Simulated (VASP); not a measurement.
# Ni (Pm-3m) in VASP: single point with PBEsol

Aim: the single point of Ni with PBEsol.

Everything below comes from runs of VASP 6.6.1. Logs are shortened: lines on timing, memory, paths and dates and some standing lists are left out, and cuts for length are marked.

**1. The cell of the first run**

Symmetry: Pm-3m, No. 221, cubic system. Conventional cell: a = 2.290 Å, b = 2.290 Å, c = 2.290 Å, α = 90.00°, β = 90.00°, γ = 90.00°. Ni (site symmetry m-3m) has 6 Ni at 2.29 Å within 3.0 Å.

**2. Single point, PBEsol**

Contents of INCAR:

```
PREC = Accurate
ENCUT = 520
EDIFF = 1E-6
ISMEAR = -1
SIGMA = 0.13605693000000002
LREAL = F
LASPH = T
NELM = 100
ALGO = Normal
ISIF = 2
LWAVE = F
LCHARG = F
GGA = PS
NBANDS = 11
```

Contents of KPOINTS:

```
regular mesh
0
Gamma
  14 14 14
```

Contents of POSCAR:

```
Ni
1.0
    2.2903184724      0.0000000000      0.0000000000
    0.0000000000      2.2903184724      0.0000000000
    0.0000000000      0.0000000000      2.2903184724
Ni
1
Direct
    0.0000000000      0.0000000000      0.0000000000
```

Potentials or basis: VASP PAW PBE potentials, release 64 (Ni).

Launch:

```bash
$ cat potpaw_PBE.64/Ni/POTCAR > POTCAR
$ mpirun -np 1 vasp_std > vasp.out
```

OUTCAR:

```text
PREC = Accurate
   ENCUT = 520
   EDIFF = 1E-6
   ISMEAR = -1
   LREAL = F
   LASPH = T
   NELM = 100
   ISIF = 2
   GGA = PS

 ion  position               nearest neighbor table
   1  0.000  0.000  0.000-

  LATTYP: Found a simple cubic cell.
 ALAT       =     2.2903184724

  Lattice vectors:

 A1 = (   2.2903184724,   0.0000000000,   0.0000000000)
 A2 = (   0.0000000000,   2.2903184724,   0.0000000000)
 A3 = (   0.0000000000,   0.0000000000,   2.2903184724)

Analysis of symmetry for initial positions (statically):
=====================================================================
 Subroutine PRICEL returns:
 Original cell was already a primitive cell.

 Routine SETGRP: Setting up the symmetry group for a
 simple cubic supercell.

 Subroutine GETGRP returns: Found 48 space group operations
 (whereof 48 operations were pure point group operations)
 out of a pool of 48 trial point group operations.

The static configuration has the point symmetry O_h .

Analysis of symmetry for dynamics (positions and initial velocities):
=====================================================================
 Subroutine PRICEL returns:
 Original cell was already a primitive cell.

 Routine SETGRP: Setting up the symmetry group for a
 simple cubic supercell.

 Subroutine GETGRP returns: Found 48 space group operations
 (whereof 48 operations were pure point group operations)
 out of a pool of 48 trial point group operations.

The dynamic configuration has the point symmetry O_h .

 Subroutine INISYM returns: Found 48 space group operations
 (whereof 48 operations are pure point group operations),
 and found     1 'primitive' translations

----------------------------------------------------------------------------------------

                                     Primitive cell

  volume of cell :      12.0140

  direct lattice vectors                    reciprocal lattice vectors
     2.290318472  0.000000000  0.000000000     0.436620501  0.000000000  0.000000000
     0.000000000  2.290318472  0.000000000     0.000000000  0.436620501  0.000000000
     0.000000000  0.000000000  2.290318472     0.000000000  0.000000000  0.436620501

  length of vectors
     2.290318472  2.290318472  2.290318472     0.436620501  0.436620501  0.436620501

  position of ions in fractional coordinates (direct lattice)
     0.000000000  0.000000000  0.000000000

  ion indices of the primitive-cell ions
   primitive index   ion index
                 1           1

[... 80 lines left out ...]
   TEBEG  =    0.0;   TEEND  =   0.0 temperature during run
   PSTRESS=    0.0 pullay stress
   NELECT =      10.0000    total number of electrons
   NUPDOWN=      -1.0000    fix difference up-down
   EMIN   =  10.00;   EMAX   =-10.00  energy-range for DOS
   EFERMI =   0.00;   METHOD = LEGACY
   ISMEAR =    -1;   SIGMA  =   0.14  broadening in eV -4-tet -1-fermi 0-gaus
   EFERMI_NEDOS =   21; number of points for ismear=-14 and -15
   IALGO  =     38    algorithm
   IMIX   =      4    mixing-type and parameters
     AMIX     =   0.40;   BMIX     =  1.00
     AMIX_MAG =   1.60;   BMIX_MAG =  1.00
  volume/ion in A,a.u.               =      12.01        81.07
  Fermi-wavevector in a.u.,A,eV,Ry     =   1.539970  2.910122 32.266324  2.371508
  Thomas-Fermi vector in A             =   2.646123
   LORBIT       =      0    0 simple, 1 ext, 2 COOP (PROOUT), +10 PAW based schemes
   GGA     = PS    functional components
   LHFCALC =     F    Hartree Fock is set to
   AEXX    =    0.0000 exact exchange contribution
   IVDW    =     0    specifies the selected vdW correction
   LEPSILON=     F    determine dielectric tensor
   LRPA    =     F    only Hartree local field effects (RPA)
 non-spin polarized calculation
  energy-cutoff  :      520.00
  volume of cell :       12.01
 maximum number of plane-waves:       341
 NGX is ok and might be reduce to    18
   NGX =  9   NGY =  9   NGZ =  9

 number of electron      10.0000003 magnetization

 Free energy of the ion-electron system (eV)
  ---------------------------------------------------
  ext. energy  EPLUGINS =         0.00000000
  ---------------------------------------------------
  free energy    TOTEN  =        -5.42995046 eV

  energy without entropy =       -5.29866436  energy(sigma->0) =       -5.36430741

 E-fermi :   7.8365     XC(G=0): -12.7635

 val. band max:        7.8331583531   @ k =   0.0714   0.0714   0.0000
 cond. band min:       7.8394337535   @ k =   0.1429   0.0714   0.0000
 fundamental gap:      0.0062754004
 Fermi energy:         7.8364770068

 k-point     1 :       0.0000    0.0000    0.0000
  band No.  band energies     occupation
      1      -0.4394      2.00000
      2       4.2862      2.00000
      3       4.2862      2.00000
      4       7.8787      0.84616
      5       7.8787      0.84616
      6       7.8787      0.84616
      7      27.8631      0.00000
      8      27.8631      0.00000
      9      27.8631      0.00000
     10      31.7897      0.00000
     11      31.7897      0.00000
[... 309 lines left out ...]
 k-point    24 :       0.3571    0.2143    0.0000
  band No.  band energies     occupation
      1       3.6633      2.00000
      2       4.9454      2.00000
      3       5.8135      2.00000
      4       7.0227      1.99496
      5       7.5449      1.78999
      6       7.5897      1.71965
      7      15.4520      0.00000
      8      23.7277      0.00000
      9      31.3079      0.00000
     10      34.3048      0.00000
     11      34.7166      0.00000

 [... further k-points ...]

------------------------ aborting loop because EDIFF is reached ----------------------------------------

  FORCE on cell =-STRESS in cart. coord.  units (eV):
  Direction    XX          YY          ZZ          XY          YZ          ZX
  --------------------------------------------------------------------------------------
  -------------------------------------------------------------------------------------
  Total       -0.0250340     -0.0250340     -0.0250340      0.0000000      0.0000000     -0.0000000
  in kB       -3.3385194     -3.3385194     -3.3385194      0.0000000      0.0000000     -0.0000000
  external PRESSURE =      -3.3385194 kB  Pullay stress =       0.0000000 kB

 VOLUME and BASIS-vectors are now :
 -----------------------------------------------------------------------------
  energy-cutoff  :      520.00
  volume of cell :       12.01
      direct lattice vectors                 reciprocal lattice vectors
     2.290318472  0.000000000  0.000000000     0.436620501  0.000000000  0.000000000
     0.000000000  2.290318472  0.000000000     0.000000000  0.436620501  0.000000000
     0.000000000  0.000000000  2.290318472     0.000000000  0.000000000  0.436620501

 POSITION                                       TOTAL-FORCE (eV/Angst)
 -----------------------------------------------------------------------------------
      0.00000      0.00000      0.00000         0.000000      0.000000      0.000000
 -----------------------------------------------------------------------------------
    total drift:                               -0.000000      0.000000      0.000000

  FREE ENERGIE OF THE ION-ELECTRON SYSTEM (eV)
  ---------------------------------------------------
  free  energy   TOTEN  =        -5.4299504619 eV

  energy  without entropy=       -5.2986643556  energy(sigma->0) =       -5.36430741
```

Run time: 5 s. Hardware: 1 thread of Intel Xeon 6975P-C (Granite Rapids), shared host; peak memory 0.13 GiB.

What came out:

| Property | Result |
| --- | --- |
| Free energy | -5.4300 eV |
| Pressure | -0.3 GPa |
| Band gap on the k mesh | zero (band 5 reaches 8.68 eV, above the bottom of band 6 at 7.32 eV) |

Caveat: the PAW data sets were made with another functional, which shifts forces and pressure a little; the run has no spin polarisation, though such a crystal can be magnetic. Spin polarisation is off, so any magnetic state and its effect on volume and gap are missing.
